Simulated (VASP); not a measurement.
Wanted: the native input for a VASP 6.6.1 run.

- Task: single point
- Functional: r2SCAN
- Potentials or basis: VASP PAW PBE potentials, release 64 (Ca_sv, Se)
- Cutoff: 520 eV
- k mesh: 6 × 6 × 6
- Occupations: gaussian, width 0.01 eV
- Spin: no spin polarisation
- Dipole correction: no
- Further INCAR settings: ALGO = Normal; EDIFF = 1e-06; NBANDS = 15

The system is CaSe.

```xyz
2
Lattice="0.0000 3.4114 3.0131 3.4114 0.0000 3.0131 3.4114 3.4114 0.0000" Properties=species:S:1:pos:R:3 pbc="T T T"
Ca    0.0000    0.0000    0.0000
Se    1.7057    1.7057    1.5066
```

This cell differs from its parent crystal: epitaxial xy strain +4.0%.

These files were run (other wordings do the same):

POSCAR

```
CaSe
1.0
    0.0000000000      3.4113997380      3.0131021952
    3.4113997380      0.0000000000      3.0131021952
    3.4113997380      3.4113997380      0.0000000000
Ca Se
1 1
Direct
    0.0000000000      0.0000000000      0.0000000000
    0.2500000000      0.2500000000      0.2500000000
```

INCAR.step1

```
PREC     = Accurate       # precision mode
ENCUT    = 520            # plane-wave cutoff, eV
ISMEAR   = 0              # smearing method
SIGMA    = 0.01           # smearing width, eV
LREAL    = F              # projectors in reciprocal space
LASPH    = T              # aspherical terms in the spheres
NELM     = 60             # most SCF steps
NBANDS   = 15             # bands
GGA      = PE             # functional
ALGO     = Normal         # electronic algorithm
EDIFF    = 1E-4           # SCF threshold, eV
LWAVE    = T              # write WAVECAR
LCHARG   = F              # write CHGCAR
```

INCAR.step2

```
PREC     = Accurate       # precision mode
ENCUT    = 520            # plane-wave cutoff, eV
EDIFF    = 1E-6           # SCF threshold, eV
ISMEAR   = 0              # smearing method
SIGMA    = 0.01           # smearing width, eV
LREAL    = F              # projectors in reciprocal space
LASPH    = T              # aspherical terms in the spheres
NELM     = 60             # most SCF steps
ALGO     = Normal         # electronic algorithm
ISIF     = 2              # what is computed and relaxed
LWAVE    = F              # write WAVECAR
LCHARG   = F              # write CHGCAR
METAGGA  = R2SCAN         # meta-GGA
LMIXTAU  = T            
NBANDS   = 15             # bands
ISTART   = 1
```

KPOINTS

```
Automatic mesh
0
Gamma
  6 6 6
```

Potentials or basis: VASP PAW PBE potentials, release 64 (Ca_sv, Se).

The run is started by

```sh
$ cat potpaw_PBE.64/Ca_sv/POTCAR potpaw_PBE.64/Se/POTCAR > POTCAR
$ cp INCAR.step1 INCAR
$ mpirun -np 1 vasp_std > vasp.out
$ cp INCAR.step2 INCAR
$ mpirun -np 1 vasp_std > vasp.out
```

Results of the run:

The pressure is 0.1 GPa and the band gap on the k mesh is 3.53 eV (least direct gap 3.66 eV).

Caveat: the cell differs from its parent crystal (epitaxial xy strain +4.0%); the structure was generated, so it needn't be the stable form of CaSe; the PAW data sets were made with another functional, which shifts forces and pressure a little.

Wall time 68 s on 1 thread of Intel(R) Xeon(R) Platinum 8488C (Sapphire Rapids), with other jobs on the host, peak memory 0.23 GiB.
